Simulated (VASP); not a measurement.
# Ba (Fm-3m) in VASP: single point with LDA

Aim: the single point of Ba with LDA.

Everything below comes from runs of VASP 6.6.1. Logs are shortened: lines on timing, memory, paths and dates and some standing lists are left out, and cuts for length are marked.

## (1) The cell of the first run

Symmetry: Fm-3m, No. 225, cubic system. The conventional cell has a = 6.465 Å, b = 6.465 Å, c = 6.465 Å, α = 90.00°, β = 90.00°, γ = 90.00°.

This isn't the form of Ba at room conditions, which is bcc.

## (2) Single point, LDA, collinear spin, zero start

Input file INCAR:

```
ALGO = Normal
EDIFF = 1E-6
ENCUT = 500
GGA = CA
GGA_COMPAT = F
ISIF = 2
ISMEAR = -1
ISPIN = 2
LASPH = T
LCHARG = F
LORBIT = 11
LREAL = F
LWAVE = F
MAGMOM = 0
NBANDS = 15
NELM = 200
PREC = Accurate
SIGMA = 0.15
```

Input file KPOINTS:

```
k-points
0
Gamma
  7 7 7
```

Input file POSCAR:

```
Ba
1.0
    0.0000000000      3.2326650000      3.2326650000
    3.2326650000      0.0000000000      3.2326650000
    3.2326650000      3.2326650000      0.0000000000
Ba
1
Direct
    0.0000000000      0.0000000000      0.0000000000
```

Potentials or basis: VASP PAW LDA potentials, release 64 (Ba_sv).

Run with:

```
$ cat potpaw_LDA.64/Ba_sv/POTCAR > POTCAR
$ mpirun -np 1 vasp_std > vasp.out
```

OUTCAR:

```text
EDIFF = 1E-6
   ENCUT = 500
   GGA = CA
   ISIF = 2
   ISMEAR = -1
   ISPIN = 2
   LASPH = T
   LORBIT = 11
   LREAL = F
   NELM = 200
   PREC = Accurate

 ion  position               nearest neighbor table
   1  0.000  0.000  0.000-

  LATTYP: Found a face centered cubic cell.
 ALAT       =     6.4653300000

  Lattice vectors:

 A1 = (   0.0000000000,   3.2326650000,   3.2326650000)
 A2 = (   3.2326650000,   0.0000000000,   3.2326650000)
 A3 = (   3.2326650000,   3.2326650000,   0.0000000000)

Analysis of symmetry for initial positions (statically):
=====================================================================
 Subroutine PRICEL returns:
 Original cell was already a primitive cell.

 Routine SETGRP: Setting up the symmetry group for a
 face centered cubic supercell.

 Subroutine GETGRP returns: Found 48 space group operations
 (whereof 48 operations were pure point group operations)
 out of a pool of 48 trial point group operations.

The static configuration has the point symmetry O_h .

Analysis of symmetry for dynamics (positions and initial velocities):
=====================================================================
 Subroutine PRICEL returns:
 Original cell was already a primitive cell.

 Routine SETGRP: Setting up the symmetry group for a
 face centered cubic supercell.

 Subroutine GETGRP returns: Found 48 space group operations
 (whereof 48 operations were pure point group operations)
 out of a pool of 48 trial point group operations.

The dynamic configuration has the point symmetry O_h .

Analysis of structural, dynamic, and magnetic symmetry:
=====================================================================
 Subroutine PRICEL returns:
 Original cell was already a primitive cell.

 Routine SETGRP: Setting up the symmetry group for a
 face centered cubic supercell.

 Subroutine GETGRP returns: Found 48 space group operations
 (whereof 48 operations were pure point group operations)
 out of a pool of 48 trial point group operations.

The overall configuration has the point symmetry O_h .

 Subroutine INISYM returns: Found 48 space group operations
 (whereof 48 operations are pure point group operations),
 and found     1 'primitive' translations

----------------------------------------------------------------------------------------

                                     Primitive cell

  volume of cell :      67.5635

  direct lattice vectors                    reciprocal lattice vectors
     0.000000000  3.232665000  3.232665000    -0.154671146  0.154671146  0.154671146
     3.232665000  0.000000000  3.232665000     0.154671146 -0.154671146  0.154671146
     3.232665000  3.232665000  0.000000000     0.154671146  0.154671146 -0.154671146

  length of vectors
     4.571678686  4.571678686  4.571678686     0.267898283  0.267898283  0.267898283

  position of ions in fractional coordinates (direct lattice)
     0.000000000  0.000000000  0.000000000

  ion indices of the primitive-cell ions
   primitive index   ion index
                 1           1

----------------------------------------------------------------------------------------

 KPOINTS: k-points

Automatic generation of k-mesh.
 Grid dimensions read from file:
 generate k-points for:    7    7    7

 Generating k-lattice:

  Cartesian coordinates                     Fractional coordinates (reciprocal lattice)
    -0.022095878  0.022095878  0.022095878     0.142857143  0.000000000  0.000000000
     0.022095878 -0.022095878  0.022095878     0.000000000  0.142857143  0.000000000
     0.022095878  0.022095878 -0.022095878     0.000000000  0.000000000  0.142857143

  Length of vectors
     0.038271183  0.038271183  0.038271183

  Shift w.r.t. Gamma in fractional coordinates (k-lattice)
     0.000000000  0.000000000  0.000000000

 Subroutine IBZKPT returns following result:
 ===========================================

 Found     20 irreducible k-points:

 Following reciprocal coordinates:
            Coordinates               Weight
  0.000000  0.000000  0.000000      1.000000
  0.142857  0.000000  0.000000      8.000000
  0.285714  0.000000  0.000000      8.000000
  0.428571  0.000000  0.000000      8.000000
  0.142857  0.142857  0.000000      6.000000
  0.285714  0.142857  0.000000     24.000000
[... 12 lines left out ...]
 -0.428571  0.428571  0.142857     24.000000
 -0.285714  0.428571  0.142857     24.000000
   k-points           NKPTS =     20   k-points in BZ     NKDIM =     20   number of bands    NBANDS=     15
   number of dos      NEDOS =    301   number of ions     NIONS =      1
   total plane-waves  NPLWV =  46656
   dimension x,y,z NGX =    36 NGY =   36 NGZ =   36
   dimension x,y,z NGXF=    72 NGYF=   72 NGZF=   72
   ions per type =               1
   NGX,Y,Z   is equivalent  to a cutoff of  13.09, 13.09, 13.09 a.u.
   NGXF,Y,Z  is equivalent  to a cutoff of  26.18, 26.18, 26.18 a.u.
 SYSTEM =  unknown system
   PREC   = accura    normal or accurate (medium, high low for compatibility)
   ISTART =      0    job   : 0-new  1-cont  2-samecut
   ICHARG =      2    charge: 1-file 2-atom 10-const
   ISPIN  =      2    spin polarized calculation?
   LNONCOLLINEAR =      F non collinear calculations
   LSORBIT =      F    spin-orbit coupling
   LASPH  =      T    aspherical Exc in radial PAW
   ENCUT  =  500.0 eV  36.75 Ry    6.06 a.u.   8.34  8.34  8.34*2*pi/ulx,y,z
   NELM   =    200;   NELMIN=  2; NELMDL= -5     # of ELM steps
   EDIFF  = 0.1E-05   stopping-criterion for ELM
   LREAL  =      F    real-space projection
[... 7 lines left out ...]
   TEBEG  =    0.0;   TEEND  =   0.0 temperature during run
   PSTRESS=    0.0 pullay stress
   NELECT =      10.0000    total number of electrons
   NUPDOWN=      -1.0000    fix difference up-down
   EMIN   =  10.00;   EMAX   =-10.00  energy-range for DOS
   EFERMI =   0.00;   METHOD = LEGACY
   ISMEAR =    -1;   SIGMA  =   0.15  broadening in eV -4-tet -1-fermi 0-gaus
   EFERMI_NEDOS =   21; number of points for ismear=-14 and -15
   IALGO  =     38    algorithm
   IMIX   =      4    mixing-type and parameters
     AMIX     =   0.40;   BMIX     =  1.00
     AMIX_MAG =   1.60;   BMIX_MAG =  1.00
  volume/ion in A,a.u.               =      67.56       455.94
  Fermi-wavevector in a.u.,A,eV,Ry     =   0.865973  1.636451 10.203124  0.749908
  Thomas-Fermi vector in A             =   1.984294
   LORBIT       =     11    0 simple, 1 ext, 2 COOP (PROOUT), +10 PAW based schemes
   GGA     = CA    functional components
   LHFCALC =     F    Hartree Fock is set to
   AEXX    =    0.0000 exact exchange contribution
   IVDW    =     0    specifies the selected vdW correction
   LEPSILON=     F    determine dielectric tensor
   LRPA    =     F    only Hartree local field effects (RPA)
 spin polarized calculation
  energy-cutoff  :      500.00
  volume of cell :       67.56
 maximum number of plane-waves:      1735
 NGX is ok and might be reduce to    36
   NGX = 17   NGY = 17   NGZ = 17

 number of electron      10.0000000 magnetization       0.0000021

 number of electron      10.0000000 magnetization      -0.0000157

 Free energy of the ion-electron system (eV)
  ---------------------------------------------------
  ext. energy  EPLUGINS =         0.00000000
  ---------------------------------------------------
  free energy    TOTEN  =        -2.22469087 eV

  energy without entropy =       -2.09241027  energy(sigma->0) =       -2.15855057

 E-fermi :   1.2233     XC(G=0):  -7.3873

 val. band max:        1.1651769624   @ k =   0.4286   0.4286   0.0000
 cond. band min:       1.2343952692   @ k =  -0.4286   0.4286   0.0000
 fundamental gap:      0.0692183068
 Fermi energy:         1.2233458265

 spin component 1

 k-point     1 :       0.0000    0.0000    0.0000
  band No.  band energies     occupation
      1     -27.6992      1.00000
      2     -12.7024      1.00000
      3     -12.7024      1.00000
      4     -12.7024      1.00000
      5      -1.5069      1.00000
      6       2.8906      0.00001
      7       2.8906      0.00001
      8       2.8906      0.00001
      9       4.3267      0.00000
     10       4.3267      0.00000
     11       7.1384      0.00000
     12       9.1758      0.00000
     13       9.1758      0.00000
     14       9.1758      0.00000
     15      10.8430      0.00000
[... 325 lines left out ...]
 k-point    20 :      -0.2857    0.4286    0.1429
  band No.  band energies     occupation
      1     -27.6604      1.00000
      2     -12.9618      1.00000
      3     -12.9394      1.00000
      4     -12.8230      1.00000
      5       1.2383      0.47507
      6       1.5726      0.08881
      7       2.0938      0.00301
      8       3.5138      0.00000
      9       5.3575      0.00000
     10       5.6789      0.00000
     11       7.0315      0.00000
     12       7.4085      0.00000
     13       8.9618      0.00000
     14      11.0768      0.00000
     15      12.0233      0.00000
 Fermi energy:         1.2233458265

 spin component 2

 k-point     1 :       0.0000    0.0000    0.0000
  band No.  band energies     occupation
      1     -27.6996      1.00000
      2     -12.7024      1.00000
      3     -12.7024      1.00000
      4     -12.7024      1.00000
      5      -1.5071      1.00000
      6       2.8906      0.00001
      7       2.8906      0.00001
      8       2.8906      0.00001
      9       4.3268      0.00000
     10       4.3268      0.00000
     11       7.1384      0.00000
     12       9.1758      0.00000
     13       9.1758      0.00000
     14       9.1758      0.00000
     15      10.8429      0.00000
[... 325 lines left out ...]
 k-point    20 :      -0.2857    0.4286    0.1429
  band No.  band energies     occupation
      1     -27.6608      1.00000
      2     -12.9618      1.00000
      3     -12.9394      1.00000
      4     -12.8230      1.00000
      5       1.2383      0.47506
      6       1.5726      0.08881
      7       2.0938      0.00301
      8       3.5138      0.00000
      9       5.3575      0.00000
     10       5.6787      0.00000
     11       7.0315      0.00000
     12       7.4084      0.00000
     13       8.9618      0.00000
     14      11.0768      0.00000
     15      12.0233      0.00000

------------------------ aborting loop because EDIFF is reached ----------------------------------------

  FORCE on cell =-STRESS in cart. coord.  units (eV):
  Direction    XX          YY          ZZ          XY          YZ          ZX
  --------------------------------------------------------------------------------------
  -------------------------------------------------------------------------------------
  Total       -0.6320799     -0.6320799     -0.6320799      0.0000000      0.0000000     -0.0000000
  in kB      -14.9889252    -14.9889252    -14.9889252      0.0000000      0.0000000     -0.0000000
  external PRESSURE =     -14.9889252 kB  Pullay stress =       0.0000000 kB

 VOLUME and BASIS-vectors are now :
 -----------------------------------------------------------------------------
  energy-cutoff  :      500.00
  volume of cell :       67.56
      direct lattice vectors                 reciprocal lattice vectors
     0.000000000  3.232665000  3.232665000    -0.154671146  0.154671146  0.154671146
     3.232665000  0.000000000  3.232665000     0.154671146 -0.154671146  0.154671146
     3.232665000  3.232665000  0.000000000     0.154671146  0.154671146 -0.154671146

 POSITION                                       TOTAL-FORCE (eV/Angst)
 -----------------------------------------------------------------------------------
      0.00000      0.00000      0.00000         0.000000      0.000000      0.000000
 -----------------------------------------------------------------------------------
    total drift:                               -0.000000     -0.000000     -0.000000

  FREE ENERGIE OF THE ION-ELECTRON SYSTEM (eV)
  ---------------------------------------------------
  free  energy   TOTEN  =        -2.2246908662 eV

  energy  without entropy=       -2.0924102733  energy(sigma->0) =       -2.15855057

 total charge

# of ion       s       p       d       tot
------------------------------------------
    1        2.068   5.540   0.266   7.874

 magnetization (x)

# of ion       s       p       d       tot
------------------------------------------
    1       -0.000  -0.000   0.000  -0.000
```

Wall time 30 s (1 thread of AMD EPYC 7R43 (Zen 3), shared host); peak memory 0.16 GiB.

What came out:

```yaml
Free_energy: -2.2247 eV
Pressure: -1.5 GPa
Band_gap_on_the_k_mesh: zero (filled and empty bands overlap)
Net_moment: 0.00 μB per cell
Valence_electrons_inside_the_program's_atomic_spheres: Ba 7.87
```

Levels at points of the mesh, in eV from the Fermi level:
Spin up:
```tsv
k point	band 1	band 2	band 3	band 4	band 5	band 6	band 7	band 8	band 9	band 10
(0.00, 0.00, 0.00)	-28.92	-13.93	-13.93	-13.93	-2.73	1.67	1.67	1.67	3.10	3.10
```
Spin down:
```tsv
k point	band 2	band 3	band 4	band 5	band 6	band 7	band 8	band 9
(0.00, 0.00, 0.00)	-13.93	-13.93	-13.93	-2.73	1.67	1.67	1.67	3.10
```

Caveat: spin-orbit coupling is left out, which moves the levels of the heavy elements.
